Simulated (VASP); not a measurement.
# Ir in VASP: single point with PBEsol+D4

Aim: the single point of Ir with PBEsol+D4.

Program: VASP 6.6.1. These are calculated values, not measurements. Logs are shortened: lines on timing, memory, paths and dates and some standing lists are left out, and cuts for length are marked.

### Step 1. The cell of the first run

The cell holds a slab with vacuum, 12 atoms: a = 5.423 Å, b = 5.423 Å, c = 32.442 Å, α = 90.00°, β = 90.00°, γ = 120.00°.

### Step 2. Single point, PBEsol+D4

The input, INCAR:

```
SYSTEM = Ir
ALGO = Normal
DIPOL = 0.5 0.5 0.405
EDIFF = 1E-6
ENCUT = 400
GGA = PS
GGA_COMPAT = .FALSE.
IDIPOL = 3
ISIF = 2
ISMEAR = 1
IVDW = 13
LASPH = .TRUE.
LCHARG = .FALSE.
LDIPOL = .TRUE.
LREAL = .FALSE.
LWAVE = .FALSE.
NBANDS = 66
NELM = 120
NELMDL = -8
PREC = Accurate
SIGMA = 0.1
```

The input, KPOINTS:

```
k-points
0
G
  9 9 1
  0 0 0
```

The input, POSCAR:

```
Ir
1.0
    0.0000000285      5.4225970020      0.0000000000
   -4.6961067724     -2.7112984763      0.0000000000
    0.0000000000      0.0000000000     32.4420952091
Ir
12
Direct
    0.0000000000      0.0000000000      0.3390656469
    1.0000000000      0.5000000000      0.3390656469
    0.5000000000      0.0000000000      0.3390656469
    0.5000000000      0.5000000000      0.3390656469
    0.3330485257      0.1654149055      0.4050459563
    0.3323663798      0.6669514743      0.4050459563
    0.8333333333      0.1666666667      0.4051741251
    0.8345850945      0.6676336202      0.4050459563
    0.6697027117      0.3341762529      0.4706348414
    0.6658237471      0.8355264588      0.4706348414
    0.1644735412      0.3302972883      0.4706348414
    0.1666666667      0.8333333333      0.4740648184
```

Potentials or basis: VASP PAW PBE potentials, release 64 (Ir).

Started as:

```
cat potpaw_PBE.64/Ir/POTCAR > POTCAR
mpirun -np 1 vasp_std > vasp.out
```

OUTCAR:

```text
SYSTEM = Ir
   EDIFF = 1E-6
   ENCUT = 400
   GGA = PS
   ISIF = 2
   ISMEAR = 1
   IVDW = 13
   LASPH = .TRUE.
   LREAL = .FALSE.
   NELM = 120
   NELMDL = -8
   PREC = Accurate

 ion  position               nearest neighbor table
   1  0.000  0.000  0.339-   8 2.65   5 2.65   7 2.66   2 2.71   2 2.71   4 2.71   4 2.71   3 2.71
                             3 2.71
   2  0.000  0.500  0.339-   6 2.65   8 2.65   7 2.66   1 2.71   1 2.71   3 2.71   3 2.71   4 2.71
                             4 2.71
   3  0.500  0.000  0.339-   5 2.65   6 2.65   7 2.66   4 2.71   4 2.71   2 2.71   2 2.71   1 2.71
                             1 2.71
   4  0.500  0.500  0.339-   5 2.66   6 2.66   8 2.66   3 2.71   3 2.71   1 2.71   1 2.71   2 2.71
                             2 2.71
   5  0.333  0.165  0.405-  11 2.64   3 2.65   9 2.65   1 2.65   4 2.66   6 2.70   8 2.70   7 2.71
                             7 2.71   6 2.72   8 2.72  12 2.73
   6  0.332  0.667  0.405-  10 2.64   2 2.65  11 2.65   3 2.65   4 2.66   5 2.70   8 2.70   7 2.71
                             7 2.71   5 2.72   8 2.72  12 2.73
   7  0.833  0.167  0.405-   9 2.63  10 2.63  11 2.63   2 2.66   3 2.66   1 2.66   5 2.71   6 2.71
                             8 2.71   8 2.71   6 2.71   5 2.71
   8  0.835  0.668  0.405-   9 2.64   1 2.65  10 2.65   2 2.65   4 2.66   5 2.70   6 2.70   7 2.71
                             7 2.71   5 2.72   6 2.72  12 2.73
   9  0.670  0.334  0.471-   7 2.63   8 2.64   5 2.65  10 2.69  11 2.69  12 2.70  12 2.72  10 2.73
                            11 2.73
  10  0.666  0.836  0.471-   7 2.63   6 2.64   8 2.65   9 2.69  11 2.69  12 2.70  12 2.72   9 2.73
                            11 2.73
  11  0.164  0.330  0.471-   7 2.63   5 2.64   6 2.65  10 2.69   9 2.69  12 2.70  12 2.72  10 2.73
                             9 2.73
  12  0.167  0.833  0.474-  10 2.70   9 2.70  11 2.70  11 2.72   9 2.72  10 2.72   6 2.73   5 2.73
                             8 2.73

  LATTYP: Found a hexagonal cell.
 ALAT       =     5.4225970020
 C/A-ratio  =     5.9827597731

  Lattice vectors:

 A1 = (   0.0000000285,   5.4225970020,   0.0000000000)
 A2 = (  -4.6961067724,  -2.7112984763,   0.0000000000)
 A3 = (   0.0000000000,   0.0000000000,  32.4420952091)

Analysis of symmetry for initial positions (statically):
=====================================================================
 Subroutine PRICEL returns:
 Original cell was already a primitive cell.

 Routine SETGRP: Setting up the symmetry group for a
 hexagonal supercell.

 Subroutine GETGRP returns: Found  3 space group operations
 (whereof  1 operations were pure point group operations)
 out of a pool of 24 trial point group operations.

The static configuration has the point symmetry C_1 .
 The point group associated with its full space group is C_3 .

Analysis of symmetry for dynamics (positions and initial velocities):
=====================================================================
[... 148 lines left out ...]
   AEXX    =    0.0000 exact exchange contribution
   IVDW    =    13    specifies the selected vdW correction
   LEPSILON=     F    determine dielectric tensor
   LRPA    =     F    only Hartree local field effects (RPA)
 non-spin polarized calculation
 Methfessel and Paxton  Order N= 1 SIGMA  =   0.10
  energy-cutoff  :      400.00
  volume of cell :      826.14
 maximum number of plane-waves:     15052
   NGX = 17   NGY = 17   NGZ =105

 dipolmoment           0.000000      0.000000      0.000761 electrons x Angstroem

 number of electron     107.9999989 magnetization

 dipolmoment           0.000000      0.000000     -0.000324 electrons x Angstroem

 Free energy of the ion-electron system (eV)
  ---------------------------------------------------
  ext. energy  EPLUGINS =         0.00000000
  ---------------------------------------------------
  free energy    TOTEN  =      -109.15578072 eV

  energy without entropy =     -109.14932588  energy(sigma->0) =     -109.15362911

 E-fermi :  -2.2531     XC(G=0):  -3.4881

 val. band max:       -2.2570025671   @ k =  -0.3333   0.4444   0.0000
 cond. band min:      -2.2483592978   @ k =   0.1111  -0.0000   0.0000
 fundamental gap:      0.0086432693
 Fermi energy:        -2.2531183217

 k-point     1 :       0.0000    0.0000    0.0000
  band No.  band energies     occupation
      1     -12.7105      2.00000
      2     -10.5162      2.00000
      3     -10.2361      2.00000
      4     -10.0077      2.00000
      5     -10.0077      2.00000
      6      -9.9862      2.00000
[... 1024 lines left out ...]
     65      -1.7485     -0.00000
     66      -1.7303     -0.00000

------------------------ aborting loop because EDIFF is reached ----------------------------------------

 vacuum level on the upper side and lower side of the slab       (xc-potential included)        -0.008        -0.008

  DFT-D4 for vdW energy calculation

  Edisp (eV):   -4.23113

  FORCE on cell =-STRESS in cart. coord.  units (eV):
  Direction    XX          YY          ZZ          XY          YZ          ZX
  --------------------------------------------------------------------------------------
  -------------------------------------------------------------------------------------
  Total     -17.71864   -17.71864    -0.35294     0.00000     0.00000    -0.00000
  in kB     -34.36266   -34.36266    -0.68448     0.00000     0.00000    -0.00000
  external pressure =      -23.14 kB  Pullay stress =        0.00 kB

 VOLUME and BASIS-vectors are now :
 -----------------------------------------------------------------------------
  energy-cutoff  :      400.00
  volume of cell :      826.14
      direct lattice vectors                 reciprocal lattice vectors
     0.000000029  5.422597002  0.000000000    -0.106471173  0.184413484  0.000000000
    -4.696106772 -2.711298476  0.000000000    -0.212942348  0.000000001  0.000000000
     0.000000000  0.000000000 32.442095209     0.000000000  0.000000000  0.030824150

 POSITION                                       TOTAL-FORCE (eV/Angst)
 -----------------------------------------------------------------------------------
      0.00000      0.00000     11.00000        -0.008817     -0.012731     -0.087238
     -2.34805     -1.35565     11.00000         0.015433     -0.001270     -0.087238
      0.00000      2.71130     11.00000        -0.006617      0.014001     -0.087238
     -2.34805      1.35565     11.00000        -0.000000      0.000000      0.145979
     -0.77681      1.35750     13.14054        -0.004192     -0.006337      0.197700
     -3.13208     -0.00602     13.14054        -0.003392      0.006799      0.197700
     -0.78268      4.06695     13.14470        -0.000000      0.000000     -0.248553
     -3.13528      2.71546     13.14054         0.007584     -0.000462      0.197700
     -1.56933      2.72548     15.26838         0.006355     -0.155602      0.306345
     -3.92372      1.34513     15.26838         0.131578      0.083305      0.306345
     -1.55111     -0.00366     15.26838        -0.137933      0.072297      0.306345
     -3.91342     -1.35565     15.37966        -0.000000      0.000000     -1.147849
 -----------------------------------------------------------------------------------
    total drift:                                0.000000      0.000000      0.000133

  FREE ENERGIE OF THE ION-ELECTRON SYSTEM (eV)
  ---------------------------------------------------
  free  energy   TOTEN  =      -113.3869084039 eV

  energy  without entropy=     -113.3804535682  energy(sigma->0) =     -113.38475679

 vacuum level on the upper side and lower side of the slab         3.219         3.221
```

OSZICAR:

```text
N       E                     dE             d eps       ncg     rms          rms(c)
DAV:   1     0.849911890290E+03    0.84991E+03   -0.34852E+04  1980   0.105E+03
DAV:   2    -0.118218483752E+02   -0.86173E+03   -0.78080E+03  2252   0.349E+02
DAV:   3    -0.109984647042E+03   -0.98163E+02   -0.91491E+02  2528   0.111E+02
[... 26 lines left out ...]
DAV:  30    -0.109155774218E+03   -0.73725E-05   -0.30913E-07  1198   0.262E-03    0.106E-03
DAV:  31    -0.109155776778E+03   -0.25594E-05   -0.96573E-08  1070   0.128E-03    0.337E-04
DAV:  32    -0.109155778233E+03   -0.14551E-05   -0.57655E-08  1062   0.796E-04    0.312E-04
DAV:  33    -0.109155779846E+03   -0.16134E-05   -0.41624E-08  1096   0.779E-04    0.338E-04
DAV:  34    -0.109155780717E+03   -0.87096E-06   -0.27844E-08  1046   0.480E-04
   1 F= -.11338691E+03 E0= -.11338476E+03  d E =-.645484E-02
```

stdout:

```text
POSCAR found type information on POSCAR Ir
 POSCAR found :  1 types and      12 ions
 scaLAPACK will be used
 -----------------------------------------------------------------------------
|                                                                             |
|                                                                             |
|     You enforced a specific xc type in the INCAR file but a different       |
|     I HOPE YOU KNOW WHAT YOU ARE DOING!                                     |
|                                                                             |
 -----------------------------------------------------------------------------

 LDA part: xc-table for (Slater+PW92), standard interpolation
 POSCAR, INCAR and KPOINTS ok, starting setup
 FFT: planning ... GRIDC
 FFT: planning ... GRID_SOFT
 FFT: planning ... GRID
 WAVECAR not read
 entering main loop
```

Wall time 49 min (1 thread of Intel Xeon 8259CL, shared host); peak memory 0.8 GiB.

What came out:

| Quantity | Value |
| --- | --- |
| Free energy | -113.3869 eV |
| Largest force | 1.148 eV/Å |
| Band gap on the k mesh | zero (bands 54 and 55 overlap by 1.12 eV) |
| Dispersion energy per atom | -0.353 eV |

Forces in eV/Å, atoms in the order of the input:
```
Ir  -0.009 -0.013 -0.087
Ir   0.015 -0.001 -0.087
Ir  -0.007  0.014 -0.087
Ir   0.000  0.000  0.146
Ir  -0.004 -0.006  0.198
Ir  -0.003  0.007  0.198
Ir   0.000  0.000 -0.249
Ir   0.008  0.000  0.198
Ir   0.006 -0.156  0.306
Ir   0.132  0.083  0.306
Ir  -0.138  0.072  0.306
Ir   0.000  0.000 -1.148
```

Caveat: the PAW data sets were made with another functional, which shifts forces and pressure a little; spin-orbit coupling is left out, which moves the levels of the heavy elements.
